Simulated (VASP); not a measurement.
# CdF2 (Fm-3m) in VASP: notebook

Runs on CdF2. Level: PBE. Tasks: single point.

Program: VASP 6.6.1. These are calculated values, not measurements. Logs are shortened: lines on timing, memory, paths and dates and some standing lists are left out, and cuts for length are marked.

## Step 1: The cell of the first run

It takes space group Fm-3m (No. 225, cubic). Conventional cell: a = 4.948 Å, b = 4.948 Å, c = 4.948 Å, α = 90.00°, β = 90.00°, γ = 90.00°. Cd (site symmetry m-3m) has 8 F at 2.14 Å within 2.8 Å. Within 2.8 Å of F (site symmetry -43m) lie 4 Cd at 2.14 Å and 6 F at 2.47 Å.

## Step 2: Single point, PBE

INCAR reads:

```
PREC = Accurate
ENCUT = 520
EDIFF = 1E-6
ISMEAR = 0
SIGMA = 0.02
LREAL = False
LASPH = True
NELM = 80
ALGO = Normal
ISIF = 2
LWAVE = False
LCHARG = False
GGA = PE
NBANDS = 20
```

KPOINTS reads:

```
regular mesh
0
Gamma
  8 8 8
```

POSCAR reads:

```
CdF2
1.0
    0.0000000000      2.4741189698      2.4741189698
    2.4741189698      0.0000000000      2.4741189698
    2.4741189698      2.4741189698      0.0000000000
Cd F
1 2
Direct
    0.0000000000      0.0000000000      0.0000000000
    0.2500000000      0.2500000000      0.2500000000
    0.7500000000      0.7500000000      0.7500000000
```

Potentials or basis: VASP PAW PBE potentials, release 64 (Cd, F).

Command:

```sh
$ cat potpaw_PBE.64/Cd/POTCAR potpaw_PBE.64/F/POTCAR > POTCAR
$ mpirun -np 1 vasp_std > vasp.out
```

OUTCAR:

```text
PREC = Accurate
   ENCUT = 520
   EDIFF = 1E-6
   ISMEAR = 0
   LREAL = False
   LASPH = True
   NELM = 80
   ISIF = 2
   GGA = PE

 ion  position               nearest neighbor table
   1  0.000  0.000  0.000-   3 2.14   3 2.14   3 2.14   2 2.14   3 2.14   2 2.14   2 2.14   2 2.14

   2  0.250  0.250  0.250-   1 2.14   1 2.14   1 2.14   1 2.14
   3  0.750  0.750  0.750-   1 2.14   1 2.14   1 2.14   1 2.14

  LATTYP: Found a face centered cubic cell.
 ALAT       =     4.9482379396

  Lattice vectors:

 A1 = (   0.0000000000,   2.4741189698,   2.4741189698)
 A2 = (   2.4741189698,   0.0000000000,   2.4741189698)
 A3 = (   2.4741189698,   2.4741189698,   0.0000000000)

Analysis of symmetry for initial positions (statically):
=====================================================================
 Subroutine PRICEL returns:
 Original cell was already a primitive cell.

 Routine SETGRP: Setting up the symmetry group for a
 face centered cubic supercell.

 Subroutine GETGRP returns: Found 48 space group operations
 (whereof 48 operations were pure point group operations)
 out of a pool of 48 trial point group operations.

The static configuration has the point symmetry O_h .

Analysis of symmetry for dynamics (positions and initial velocities):
=====================================================================
 Subroutine PRICEL returns:
 Original cell was already a primitive cell.

 Routine SETGRP: Setting up the symmetry group for a
 face centered cubic supercell.

 Subroutine GETGRP returns: Found 48 space group operations
 (whereof 48 operations were pure point group operations)
 out of a pool of 48 trial point group operations.

The dynamic configuration has the point symmetry O_h .

 Subroutine INISYM returns: Found 48 space group operations
 (whereof 48 operations are pure point group operations),
 and found     1 'primitive' translations

----------------------------------------------------------------------------------------

                                     Primitive cell

  volume of cell :      30.2895

  direct lattice vectors                    reciprocal lattice vectors
     0.000000000  2.474118970  2.474118970    -0.202092141  0.202092141  0.202092141
     2.474118970  0.000000000  2.474118970     0.202092141 -0.202092141  0.202092141
     2.474118970  2.474118970  0.000000000     0.202092141  0.202092141 -0.202092141
[... 78 lines left out ...]
   ISTART =      0    job   : 0-new  1-cont  2-samecut
   ICHARG =      2    charge: 1-file 2-atom 10-const
   ISPIN  =      1    spin polarized calculation?
   LNONCOLLINEAR =      F non collinear calculations
   LSORBIT =      F    spin-orbit coupling
   LASPH  =      T    aspherical Exc in radial PAW
   ENCUT  =  520.0 eV  38.22 Ry    6.18 a.u.   6.51  6.51  6.51*2*pi/ulx,y,z
   NELM   =     80;   NELMIN=  2; NELMDL= -5     # of ELM steps
   EDIFF  = 0.1E-05   stopping-criterion for ELM
   LREAL  =      F    real-space projection
   EDIFFG = 0.1E-04   stopping-criterion for IOM
   NSW    =      0    number of steps for IOM
   IBRION =     -1    ionic relax: 0-MD 1-quasi-New 2-CG
   NFREE  =      0    steps in history (QN), initial steepest desc. (CG)
   ISIF   =      2    stress and relaxation
   ISYM   =      2    0-nonsym 1-usesym 2-fastsym
   POTIM  = 0.5000    time-step for ionic-motion
   TEBEG  =    0.0;   TEEND  =   0.0 temperature during run
   PSTRESS=    0.0 pullay stress
   NELECT =      26.0000    total number of electrons
   NUPDOWN=      -1.0000    fix difference up-down
   EMIN   =  10.00;   EMAX   =-10.00  energy-range for DOS
   EFERMI =   0.00;   METHOD = LEGACY
   ISMEAR =     0;   SIGMA  =   0.02  broadening in eV -4-tet -1-fermi 0-gaus
   EFERMI_NEDOS =   21; number of points for ismear=-14 and -15
   IALGO  =     38    algorithm
   IMIX   =      4    mixing-type and parameters
     AMIX     =   0.40;   BMIX     =  1.00
     AMIX_MAG =   1.60;   BMIX_MAG =  1.00
  volume/ion in A,a.u.               =      10.10        68.13
  Fermi-wavevector in a.u.,A,eV,Ry     =   1.555854  2.940137 32.935353  2.420680
  Thomas-Fermi vector in A             =   2.659734
   LORBIT       =      0    0 simple, 1 ext, 2 COOP (PROOUT), +10 PAW based schemes
   GGA     = PE    functional components
   LHFCALC =     F    Hartree Fock is set to
   AEXX    =    0.0000 exact exchange contribution
   IVDW    =     0    specifies the selected vdW correction
   LEPSILON=     F    determine dielectric tensor
   LRPA    =     F    only Hartree local field effects (RPA)
 non-spin polarized calculation
 Gauss-broadening in eV      SIGMA  =   0.02
  energy-cutoff  :      520.00
  volume of cell :       30.29
 maximum number of plane-waves:       869
 NGX is ok and might be reduce to    28
   NGX = 13   NGY = 13   NGZ = 13

 number of electron      26.0000011 magnetization

 Free energy of the ion-electron system (eV)
  ---------------------------------------------------
  ext. energy  EPLUGINS =         0.00000000
  ---------------------------------------------------
  free energy    TOTEN  =        -9.26183329 eV

  energy without entropy =       -9.26183329  energy(sigma->0) =       -9.26183329

 E-fermi :   1.1732     XC(G=0): -11.8786

 val. band max:        1.0912603271   @ k =  -0.2500   0.5000   0.2500
 cond. band min:       5.0882092347   @ k =   0.0000   0.0000   0.0000
 fundamental gap:      3.9969489076
 Fermi energy:         1.1731574822

 k-point     1 :       0.0000    0.0000    0.0000
  band No.  band energies     occupation
      1     -21.5966      2.00000
      2     -19.5542      2.00000
      3      -5.9550      2.00000
      4      -5.9550      2.00000
      5      -5.9550      2.00000
      6      -3.3152      2.00000
[... 541 lines left out ...]
     19      21.5979      0.00000
     20      25.2960      0.00000

 [... further k-points ...]
[... 5 lines left out ...]
  --------------------------------------------------------------------------------------
  -------------------------------------------------------------------------------------
  Total       11.9410199     11.9410199     11.9410199     -0.0000000     -0.0000000      0.0000000
  in kB      631.6263947    631.6263947    631.6263947     -0.0000000     -0.0000000      0.0000000
  external PRESSURE =     631.6263947 kB  Pullay stress =       0.0000000 kB

 VOLUME and BASIS-vectors are now :
 -----------------------------------------------------------------------------
  energy-cutoff  :      520.00
  volume of cell :       30.29
      direct lattice vectors                 reciprocal lattice vectors
     0.000000000  2.474118970  2.474118970    -0.202092141  0.202092141  0.202092141
     2.474118970  0.000000000  2.474118970     0.202092141 -0.202092141  0.202092141
     2.474118970  2.474118970  0.000000000     0.202092141  0.202092141 -0.202092141

 POSITION                                       TOTAL-FORCE (eV/Angst)
 -----------------------------------------------------------------------------------
      0.00000      0.00000      0.00000        -0.000000     -0.000000     -0.000000
      1.23706      1.23706      1.23706        -0.000000      0.000000     -0.000000
      3.71118      3.71118      3.71118         0.000000     -0.000000      0.000000
 -----------------------------------------------------------------------------------
    total drift:                                0.000000      0.000000      0.000000

  FREE ENERGIE OF THE ION-ELECTRON SYSTEM (eV)
  ---------------------------------------------------
  free  energy   TOTEN  =        -9.2618332889 eV

  energy  without entropy=       -9.2618332889  energy(sigma->0) =       -9.26183329
```

Wall time 13 s (1 thread of AMD EPYC 9R45 (Zen 5), shared host); peak memory 0.13 GiB.

What came out:

| Property | Result |
| --- | --- |
| Free energy | -9.2618 eV |
| Pressure | 63.2 GPa |
| Band gap on the k mesh | 4.00 eV, indirect (least direct gap 4.07 eV) |

Levels at points of the mesh, in eV from the valence-band top:
```csv
k point,band 9,band 10,band 11,band 12,band 13,band 14,band 15,band 16,band 17,band 18
"(0.00, 0.00, 0.00)",-1.85,-1.85,-0.07,-0.07,-0.07,4.00,13.73,13.73,13.73,20.00
"(0.50, 0.00, 0.00)",-3.49,-3.08,-3.08,-0.14,-0.14,9.23,9.82,16.80,16.80,19.96
"(0.50, 0.50, 0.00)",-3.72,-3.32,-1.19,-0.13,-0.13,10.13,11.13,12.34,16.64,16.64
```

A k mesh can miss the band edges. A hybrid or GW would open this gap; PBE tends to underestimate it.

## Step 3: Single point, PBE

This run uses another cell than the first one, of 11.25 Å³/atom, 1.114 times its volume.

INCAR reads:

```
PREC = Accurate ; ENCUT = 520
EDIFF = 1E-7 ; ISMEAR = 0
SIGMA = 0.02 ; LREAL = False
LASPH = True ; NELM = 80
ALGO = Normal ; ISIF = 2
LWAVE = False ; LCHARG = False
GGA = PE ; NBANDS = 20
```

KPOINTS is that of step 2.

POSCAR reads:

```
CdF2
1.0
    0.0000000000      2.5649264930      2.5649264930
    2.5649264930      0.0000000000      2.5649264930
    2.5649264930      2.5649264930      0.0000000000
Cd F
1 2
Direct
    0.0000000000      0.0000000000      0.0000000000
    0.2500000000      0.2500000000      0.2500000000
    0.7500000000      0.7500000000      0.7500000000
```

Potentials or basis: VASP PAW PBE potentials, release 64 (Cd, F).

Command:

```sh
$ cat potpaw_PBE.64/Cd/POTCAR potpaw_PBE.64/F/POTCAR > POTCAR
$ mpirun -np 1 vasp_std > vasp.out
```

Wall time 16 s (1 thread of AMD EPYC 9R45 (Zen 5), shared host); peak memory 0.13 GiB.

The run converged. Its results:

* Free energy: -10.2672 eV
* Pressure: 31.8 GPa
* Band gap on the k mesh: 3.60 eV, indirect (least direct gap 3.87 eV)

Levels at points of the mesh, in eV from the valence-band top:
```tsv
k point	band 10	band 11	band 12	band 13	band 14	band 15	band 16	band 17
(0.00, 0.00, 0.00)	-1.42	-0.27	-0.27	-0.27	3.60	13.35	13.35	13.35
(0.50, 0.00, 0.00)	-2.48	-2.48	-0.27	-0.27	8.33	9.59	15.81	15.81
(0.50, 0.50, 0.00)	-3.22	-0.84	-0.11	-0.11	9.23	10.48	12.18	15.63
```

A k mesh can miss the band edges.

(Part 1 of 3 ends here.)
